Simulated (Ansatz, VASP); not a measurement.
## Two plane-wave programs on C

```xyz
2
Lattice="0.0000 1.7801 1.7801 1.7801 0.0000 1.7801 1.7801 1.7801 0.0000" Properties=species:S:1:pos:R:3 pbc="T T T"
C     0.0000    0.0000    0.0000
C     0.8900    0.8900    0.8900
```

Alike in both runs: functional r2SCAN; k mesh 12 × 12 × 12; occupations gaussian, width 0.02 eV; no spin polarisation.

Ansatz relaxed the structure, and its values are those at the end. VASP's run is a single point on that final structure, the one shown.

```csv
,VASP,Ansatz
version,VASP 6.6.1,Ansatz 0.2.0
potentials or method,"VASP PAW PBE potentials, release 64 (C_h), cutoff 1430 eV","scalar-relativistic, plane waves, PAW"
valence electrons in the cell,8,8
```

```tsv
	VASP	Ansatz	Ansatz less VASP
gap on the k mesh at the Fermi level (eV)	4.39	4.39	-0.002
least direct gap on the mesh (eV)	5.89	5.90	+0.001
pressure (GPa)	-0.6	0.0	+0.64
```

VASP's potentials were made for PBE, not for r2SCAN. The functional is the same, so the differences come from potentials, cutoffs and numerics.
